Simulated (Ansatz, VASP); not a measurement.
**TePb in VASP and in Ansatz**

The input POSCAR:

```
TePb
1.0
    0.0000000000      2.8750748938      4.0653558998
    2.8750748938      0.0000000000      4.0653558998
    2.8750748938      2.8750748938      0.0000000000
Te Pb
1 1
Direct
    0.5000000000      0.5000000000      0.5000000000
    0.0000000000      0.0000000000      0.0000000000
```

Contents of INCAR.step1:

```
  PREC = Accurate
  ENCUT = 520
  ISMEAR = 0
  SIGMA = 0.05
  LREAL = F
  LASPH = T
  NELM = 60
  NBANDS = 17
  GGA = PE
  ALGO = Normal
  EDIFF = 1E-4
  LWAVE = T
  LCHARG = F
```

File INCAR.step2:

```
  PREC = Accurate
  ENCUT = 520
  EDIFF = 1E-7
  ISMEAR = 0
  SIGMA = 0.05
  LREAL = F
  LASPH = T
  NELM = 60
  ALGO = Normal
  ISIF = 2
  LWAVE = F
  LCHARG = F
  METAGGA = R2SCAN
  LMIXTAU = T
  NBANDS = 17
  ISTART = 1
```

The input KPOINTS:

```
Automatic mesh
0
Gamma
  8 8 8
```

Input for Ansatz:

```yaml
crystal:
  lattice:
    - [0.0, 2.8750748938, 4.0653558998]
    - [2.8750748938, 0.0, 4.0653558998]
    - [2.8750748938, 2.8750748938, 0.0]
  atoms:
    - { symbol: Te, position: [0.5, 0.5, 0.5] }
    - { symbol: Pb, position: [0.0, 0.0, 0.0] }
basis:
  ecutwfc: 500
kpoints:
  mp_grid: { grid: [8, 8, 8] }
hamiltonian:
  xc: r2scan
scf:
  occupations: { method: gaussian, width: 0.05 }
output:
  forces: true
  stress: true
  eigenvalues: true
```

Alike in both runs: task single point; functional r2SCAN; k mesh 8 × 8 × 8; occupations gaussian, width 0.05 eV; no spin polarisation.

|  | VASP | Ansatz |
| --- | --- | --- |
| version | VASP 6.6.1 | Ansatz 0.2.0 |
| potentials or method | VASP PAW PBE potentials, release 64 (Te, Pb_d), cutoff 520 eV | scalar-relativistic, plane waves, PAW |
| valence electrons in the cell | 20 | 30 |

Ansatz gave:

- gap on the k mesh at the Fermi level (eV): none
- pressure (GPa): 13.4
- traceless stress, the component that is largest in VASP (GPa): -17.05

**Question.** Estimate VASP's values.

**Answer.** gap on the k mesh at the Fermi level (eV): none; pressure (GPa): 13.4; traceless stress, the component that is largest in VASP (GPa): -17.04.

VASP's potentials were made for PBE, not for r2SCAN. A gap of «none» marks a metal or a gap that the smearing closes. VASP's potentials hold 20 valence electrons a cell and Ansatz's 30, so a difference there can come from the potentials and not from the codes.

Neither program's run includes spin-orbit coupling.
